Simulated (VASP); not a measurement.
# RbTi (P-6m2) in VASP: notebook

RbTi is run at these levels: PBE; tasks: single point.

Everything below comes from runs of VASP 6.6.1. Logs are shortened: lines on timing, memory, paths and dates and some standing lists are left out, and cuts for length are marked.

### Step 1. The cell of the first run

The structure is hexagonal, space group P-6m2 (No. 187). Conventional cell: a = 3.548 Å, b = 3.548 Å, c = 5.320 Å, α = 90.00°, β = 90.00°, γ = 120.00°. Rb (site symmetry -6m2) has 6 Ti at 3.36 Å and 6 Rb at 3.55 Å within 4.4 Å. Ti (site symmetry -6m2) has 6 Rb at 3.36 Å and 6 Ti at 3.55 Å within 4.4 Å.

### Step 2. Single point, PBE

INCAR

```
  PREC = Accurate
  ENCUT = 520
  EDIFF = 1E-6
  ISMEAR = 0
  SIGMA = 0.1
  LREAL = F
  LASPH = T
  NELM = 80
  ALGO = Normal
  ISIF = 2
  LWAVE = F
  LCHARG = F
  GGA = PE
  NBANDS = 18
```

KPOINTS

```
Automatic mesh
0
Gamma
  6 6 4
```

POSCAR

```
RbTi
1.0
    3.5476550146      0.0000000000      0.0000000000
   -1.7738275073      3.0723593666      0.0000000000
    0.0000000000      0.0000000000      5.3195612345
Rb Ti
1 1
Direct
    0.6666666667      0.3333333333      0.0000000000
    0.0000000000      0.0000000000      0.5000000000
```

Potentials or basis: VASP PAW PBE potentials, release 64 (Rb_sv, Ti_sv).

On the command line:

```bash
$ cat potpaw_PBE.64/Rb_sv/POTCAR potpaw_PBE.64/Ti_sv/POTCAR > POTCAR
$ mpirun -np 1 vasp_std > vasp.out
```

OUTCAR:

```text
PREC = Accurate
   ENCUT = 520
   EDIFF = 1E-6
   ISMEAR = 0
   LREAL = F
   LASPH = T
   NELM = 80
   ISIF = 2
   GGA = PE

 ion  position               nearest neighbor table
   1  0.667  0.333  0.000-   2 3.36   2 3.36   2 3.36   2 3.36   2 3.36   2 3.36
   2  0.000  0.000  0.500-   1 3.36   1 3.36   1 3.36   1 3.36   1 3.36   1 3.36

  LATTYP: Found a hexagonal cell.
 ALAT       =     3.5476550146
 C/A-ratio  =     1.4994584345

  Lattice vectors:

 A1 = (   3.5476550146,   0.0000000000,   0.0000000000)
 A2 = (  -1.7738275073,   3.0723593666,   0.0000000000)
 A3 = (   0.0000000000,   0.0000000000,   5.3195612345)

Analysis of symmetry for initial positions (statically):
=====================================================================
 Subroutine PRICEL returns:
 Original cell was already a primitive cell.

 Routine SETGRP: Setting up the symmetry group for a
 hexagonal supercell.

 Subroutine GETGRP returns: Found 12 space group operations
 (whereof 12 operations were pure point group operations)
 out of a pool of 24 trial point group operations.

The static configuration has the point symmetry D_3h.

Analysis of symmetry for dynamics (positions and initial velocities):
=====================================================================
 Subroutine PRICEL returns:
 Original cell was already a primitive cell.

 Routine SETGRP: Setting up the symmetry group for a
 hexagonal supercell.

 Subroutine GETGRP returns: Found 12 space group operations
 (whereof 12 operations were pure point group operations)
 out of a pool of 24 trial point group operations.

The dynamic configuration has the point symmetry D_3h.

 Subroutine INISYM returns: Found 12 space group operations
 (whereof 12 operations are pure point group operations),
 and found     1 'primitive' translations

----------------------------------------------------------------------------------------

                                     Primitive cell

  volume of cell :      57.9815

  direct lattice vectors                    reciprocal lattice vectors
     3.547655015  0.000000000  0.000000000     0.281876337  0.162741379  0.000000000
    -1.773827507  3.072359367  0.000000000     0.000000000  0.325482758  0.000000000
     0.000000000  0.000000000  5.319561235     0.000000000  0.000000000  0.187985429

  length of vectors
     3.547655015  3.547655015  5.319561235     0.325482758  0.325482758  0.187985429

  position of ions in fractional coordinates (direct lattice)
     0.666666667  0.333333333  0.000000000
     0.000000000  0.000000000  0.500000000

  ion indices of the primitive-cell ions
   primitive index   ion index
                 1           1
                 2           2

----------------------------------------------------------------------------------------

 KPOINTS: Automatic mesh

Automatic generation of k-mesh.
 Grid dimensions read from file:
 generate k-points for:    6    6    4

 Generating k-lattice:

  Cartesian coordinates                     Fractional coordinates (reciprocal lattice)
     0.046979389  0.027123563  0.000000000     0.166666667  0.000000000  0.000000000
     0.000000000  0.054247126  0.000000000     0.000000000  0.166666667  0.000000000
     0.000000000  0.000000000  0.046996357     0.000000000  0.000000000  0.250000000

  Length of vectors
     0.054247126  0.054247126  0.046996357

  Shift w.r.t. Gamma in fractional coordinates (k-lattice)
     0.000000000  0.000000000  0.000000000

 Subroutine IBZKPT returns following result:
 ===========================================

 Found     21 irreducible k-points:

 Following reciprocal coordinates:
            Coordinates               Weight
  0.000000  0.000000  0.000000      1.000000
  0.166667  0.000000  0.000000      6.000000
  0.333333  0.000000  0.000000      6.000000
  0.500000  0.000000  0.000000      3.000000
  0.166667  0.166667  0.000000      6.000000
  0.333333  0.166667  0.000000     12.000000
[... 13 lines left out ...]
  0.333333  0.166667  0.500000     12.000000
  0.333333  0.333333  0.500000      2.000000
   k-points           NKPTS =     21   k-points in BZ     NKDIM =     21   number of bands    NBANDS=     18
   number of dos      NEDOS =    301   number of ions     NIONS =      2
   total plane-waves  NPLWV =  31360
   dimension x,y,z NGX =    28 NGY =   28 NGZ =   40
   dimension x,y,z NGXF=    56 NGYF=   56 NGZF=   80
   ions per type =               1   1
   NGX,Y,Z   is equivalent  to a cutoff of  13.12, 13.12, 12.50 a.u.
   NGXF,Y,Z  is equivalent  to a cutoff of  26.24, 26.24, 25.00 a.u.
 SYSTEM =  unknown system
   PREC   = accura    normal or accurate (medium, high low for compatibility)
   ISTART =      0    job   : 0-new  1-cont  2-samecut
   ICHARG =      2    charge: 1-file 2-atom 10-const
   ISPIN  =      1    spin polarized calculation?
   LNONCOLLINEAR =      F non collinear calculations
   LSORBIT =      F    spin-orbit coupling
   LASPH  =      T    aspherical Exc in radial PAW
   ENCUT  =  520.0 eV  38.22 Ry    6.18 a.u.   6.60  6.60  9.89*2*pi/ulx,y,z
   NELM   =     80;   NELMIN=  2; NELMDL= -5     # of ELM steps
   EDIFF  = 0.1E-05   stopping-criterion for ELM
   LREAL  =      F    real-space projection
   EDIFFG = 0.1E-04   stopping-criterion for IOM
   NSW    =      0    number of steps for IOM
   IBRION =     -1    ionic relax: 0-MD 1-quasi-New 2-CG
   NFREE  =      0    steps in history (QN), initial steepest desc. (CG)
   ISIF   =      2    stress and relaxation
   ISYM   =      2    0-nonsym 1-usesym 2-fastsym
   POTIM  = 0.5000    time-step for ionic-motion
   TEBEG  =    0.0;   TEEND  =   0.0 temperature during run
   PSTRESS=    0.0 pullay stress
   NELECT =      21.0000    total number of electrons
   NUPDOWN=      -1.0000    fix difference up-down
   EMIN   =  10.00;   EMAX   =-10.00  energy-range for DOS
   EFERMI =   0.00;   METHOD = LEGACY
   ISMEAR =     0;   SIGMA  =   0.10  broadening in eV -4-tet -1-fermi 0-gaus
   EFERMI_NEDOS =   21; number of points for ismear=-14 and -15
   IALGO  =     38    algorithm
   IMIX   =      4    mixing-type and parameters
     AMIX     =   0.40;   BMIX     =  1.00
     AMIX_MAG =   1.60;   BMIX_MAG =  1.00
  volume/ion in A,a.u.               =      28.99       195.64
  Fermi-wavevector in a.u.,A,eV,Ry     =   1.166948  2.205212 18.527975  1.361768
  Thomas-Fermi vector in A             =   2.303455
   LORBIT       =      0    0 simple, 1 ext, 2 COOP (PROOUT), +10 PAW based schemes
   GGA     = PE    functional components
   LHFCALC =     F    Hartree Fock is set to
   AEXX    =    0.0000 exact exchange contribution
   IVDW    =     0    specifies the selected vdW correction
   LEPSILON=     F    determine dielectric tensor
   LRPA    =     F    only Hartree local field effects (RPA)
 non-spin polarized calculation
 Gauss-broadening in eV      SIGMA  =   0.10
  energy-cutoff  :      520.00
  volume of cell :       57.98
 maximum number of plane-waves:      1588
 NGX is ok and might be reduce to    28
   NGX = 13   NGY = 13   NGZ = 19

 number of electron      20.9999996 magnetization

 Free energy of the ion-electron system (eV)
  ---------------------------------------------------
  ext. energy  EPLUGINS =         0.00000000
  ---------------------------------------------------
  free energy    TOTEN  =        -5.34453500 eV

  energy without entropy =       -5.31161271  energy(sigma->0) =       -5.32807386

 E-fermi :   3.7905     XC(G=0):  -9.1919

 val. band max:        3.7888898715   @ k =   0.1667   0.1667   0.2500
 cond. band min:       3.8056436510   @ k =   0.3333   0.3333   0.2500
 fundamental gap:      0.0167537795
 Fermi energy:         3.7904725722

 k-point     1 :       0.0000    0.0000    0.0000
  band No.  band energies     occupation
      1     -53.5323      2.00000
      2     -29.8447      2.00000
      3     -29.7187      2.00000
      4     -29.7187      2.00000
      5     -24.2281      2.00000
      6      -8.4505      2.00000
[... 10 lines left out ...]
     17       9.2612      0.00000
     18       9.2612      0.00000

 k-point     2 :       0.1667    0.0000    0.0000
  band No.  band energies     occupation
      1     -53.5308      2.00000
      2     -29.8425      2.00000
      3     -29.7349      2.00000
      4     -29.7227      2.00000
      5     -24.1761      2.00000
      6      -8.3753      2.00000
[... 10 lines left out ...]
     17       8.3953      0.00000
     18       9.9925      0.00000

 k-point     3 :       0.3333    0.0000    0.0000
  band No.  band energies     occupation
      1     -53.5279      2.00000
      2     -29.8381      2.00000
      3     -29.7670      2.00000
      4     -29.7307      2.00000
      5     -24.0693      2.00000
      6      -8.8724      2.00000
[... 10 lines left out ...]
     17       8.4756      0.00000
     18      11.4602      0.00000

 k-point     4 :       0.5000    0.0000    0.0000
  band No.  band energies     occupation
      1     -53.5265      2.00000
      2     -29.8359      2.00000
      3     -29.7830      2.00000
      4     -29.7347      2.00000
      5     -24.0146      2.00000
      6      -9.2206      2.00000
[... 10 lines left out ...]
     17       7.6110      0.00000
     18      11.6156      0.00000

 k-point     5 :       0.1667    0.1667    0.0000
  band No.  band energies     occupation
      1     -53.5286      2.00000
      2     -29.8392      2.00000
      3     -29.7560      2.00000
      4     -29.7317      2.00000
      5     -24.0964      2.00000
      6      -8.6121      2.00000
[... 10 lines left out ...]
     17       7.9946      0.00000
     18      10.6908      0.00000

 k-point     6 :       0.3333    0.1667    0.0000
  band No.  band energies     occupation
      1     -53.5265      2.00000
      2     -29.8359      2.00000
      3     -29.7749      2.00000
      4     -29.7429      2.00000
      5     -24.0148      2.00000
      6      -9.0357      2.00000
[... 10 lines left out ...]
     17       8.1541      0.00000
     18       9.9522      0.00000

 k-point     7 :       0.3333    0.3333    0.0000
  band No.  band energies     occupation
      1     -53.5257      2.00000
      2     -29.8348      2.00000
      3     -29.7645      2.00000
      4     -29.7633      2.00000
      5     -23.9873      2.00000
      6      -8.7949      2.00000
[... 10 lines left out ...]
     17       7.2959      0.00000
     18       9.0198      0.00000

 k-point     8 :       0.0000    0.0000    0.2500
  band No.  band energies     occupation
      1     -53.5323      2.00000
      2     -29.8457      2.00000
      3     -29.7187      2.00000
      4     -29.7187      2.00000
      5     -24.2248      2.00000
      6      -8.5154      2.00000
[... 10 lines left out ...]
     17       9.4500      0.00000
     18       9.4500      0.00000
[... 166 lines left out ...]
     17       8.7721      0.00000
     18      10.4425      0.00000

 k-point    17 :       0.3333    0.0000    0.5000
  band No.  band energies     occupation
      1     -53.5279      2.00000
      2     -29.8390      2.00000
      3     -29.7667      2.00000
      4     -29.7306      2.00000
      5     -24.0679      2.00000
      6      -8.8518      2.00000
[... 10 lines left out ...]
     17       8.2140      0.00000
     18      10.0113      0.00000

 k-point    18 :       0.5000    0.0000    0.5000
  band No.  band energies     occupation
      1     -53.5265      2.00000
      2     -29.8364      2.00000
      3     -29.7826      2.00000
      4     -29.7346      2.00000
      5     -24.0148      2.00000
      6      -9.1976      2.00000
[... 10 lines left out ...]
     17       8.1939      0.00000
     18       9.4259      0.00000

 k-point    19 :       0.1667    0.1667    0.5000
  band No.  band energies     occupation
      1     -53.5286      2.00000
      2     -29.8402      2.00000
      3     -29.7557      2.00000
      4     -29.7317      2.00000
      5     -24.0941      2.00000
      6      -8.5944      2.00000
[... 10 lines left out ...]
     17       9.1624      0.00000
     18       9.2115      0.00000

 k-point    20 :       0.3333    0.1667    0.5000
  band No.  band energies     occupation
      1     -53.5265      2.00000
      2     -29.8364      2.00000
      3     -29.7745      2.00000
      4     -29.7428      2.00000
      5     -24.0150      2.00000
      6      -9.0158      2.00000
[... 10 lines left out ...]
     17       7.9843      0.00000
     18       8.7963      0.00000

 k-point    21 :       0.3333    0.3333    0.5000
  band No.  band energies     occupation
      1     -53.5257      2.00000
      2     -29.8352      2.00000
      3     -29.7641      2.00000
      4     -29.7632      2.00000
      5     -23.9884      2.00000
      6      -8.7675      2.00000
[... 10 lines left out ...]
     17       8.2044      0.00000
     18       8.2946      0.00000

------------------------ aborting loop because EDIFF is reached ----------------------------------------

  FORCE on cell =-STRESS in cart. coord.  units (eV):
  Direction    XX          YY          ZZ          XY          YZ          ZX
  --------------------------------------------------------------------------------------
  -------------------------------------------------------------------------------------
  Total       -0.9930914     -0.9930914      4.0525812      0.0000000     -0.0000000      0.0000000
  in kB      -27.4416735    -27.4416735    111.9832576      0.0000000     -0.0000000      0.0000000
  external PRESSURE =      19.0333036 kB  Pullay stress =       0.0000000 kB

 VOLUME and BASIS-vectors are now :
 -----------------------------------------------------------------------------
  energy-cutoff  :      520.00
  volume of cell :       57.98
      direct lattice vectors                 reciprocal lattice vectors
     3.547655015  0.000000000  0.000000000     0.281876337  0.162741379  0.000000000
    -1.773827507  3.072359367  0.000000000     0.000000000  0.325482758  0.000000000
     0.000000000  0.000000000  5.319561235     0.000000000  0.000000000  0.187985429

 POSITION                                       TOTAL-FORCE (eV/Angst)
 -----------------------------------------------------------------------------------
      1.77383      1.02412      0.00000        -0.000000      0.000000      0.000000
      0.00000      0.00000      2.65978         0.000000     -0.000000      0.000000
 -----------------------------------------------------------------------------------
    total drift:                               -0.000000      0.000000      0.000000

  FREE ENERGIE OF THE ION-ELECTRON SYSTEM (eV)
  ---------------------------------------------------
  free  energy   TOTEN  =        -5.3445350034 eV

  energy  without entropy=       -5.3116127102  energy(sigma->0) =       -5.32807386
```

It took 18 s on 1 thread of Intel Xeon Platinum 8488C (Sapphire Rapids), shared host; peak memory 0.18 GiB.

What came out:

* Free energy: -5.3445 eV
* Pressure: 1.9 GPa
* Band gap on the k mesh: zero (an odd number of electrons rules out a gap without spin polarisation)

Caveat: the stress differs along the axes, from -3 to 11 GPa.

### Step 3. Single point, PBE

This run uses another cell than the first one, of 30.19 Å³/atom.

INCAR

```
SYSTEM = RbTi
  PREC = Accurate
  ENCUT = 520
  EDIFF = 1E-6
  ISMEAR = 0
  SIGMA = 0.1
  LREAL = .FALSE.
  LASPH = .TRUE.
  NELM = 100
  ALGO = Fast
  ISIF = 2
  LWAVE = .FALSE.
  LCHARG = .TRUE.
  GGA = PE
  LELF = .TRUE.
  LVHAR = .TRUE.
  NBANDS = 18
```

KPOINTS

```
Automatic mesh
0
G
  18 18 10
  0 0 0
```

POSCAR

```
RbTi
1.0
    3.2332583098      0.0000000000      0.0000000000
   -1.6166291549      2.8000838333      0.0000000000
    0.0000000000      0.0000000000      6.6691069441
Rb Ti
1 1
Direct
    0.6666666667      0.3333333333      0.0000000000
    0.0000000000      0.0000000000      0.5000000000
```

Potentials or basis: VASP PAW PBE potentials, release 64 (Rb_sv, Ti_sv).

On the command line:

```bash
$ cat potpaw_PBE.64/Rb_sv/POTCAR potpaw_PBE.64/Ti_sv/POTCAR > POTCAR
$ mpirun -np 1 vasp_std > vasp.out
```

It took 6.9 min on 1 thread of Intel Xeon Platinum 8488C (Sapphire Rapids), shared host; peak memory 0.35 GiB.

It converged, with:

```yaml
Free_energy: -6.0135 eV
Pressure: 0.1 GPa
Band_gap_on_the_k_mesh: zero (an odd number of electrons rules out a gap without spin polarisation)
```

Levels at points of the mesh, in eV from the Fermi level:
| k point | band 8 | band 9 | band 10 | band 11 | band 12 | band 13 |
| --- | --- | --- | --- | --- | --- | --- |
| (0.00, 0.00, 0.00) | -12.07 | -4.12 | -0.88 | 0.51 | 0.83 | 0.83 |
| (0.50, 0.00, 0.00) | -12.65 | -1.12 | -0.55 | 0.00 | 0.73 | 1.20 |
| (0.00, 0.00, 0.50) | -12.07 | -3.52 | -1.73 | 0.03 | 0.83 | 0.83 |
| (0.50, 0.00, 0.50) | -12.65 | -1.27 | -0.67 | -0.09 | 0.91 | 1.06 |
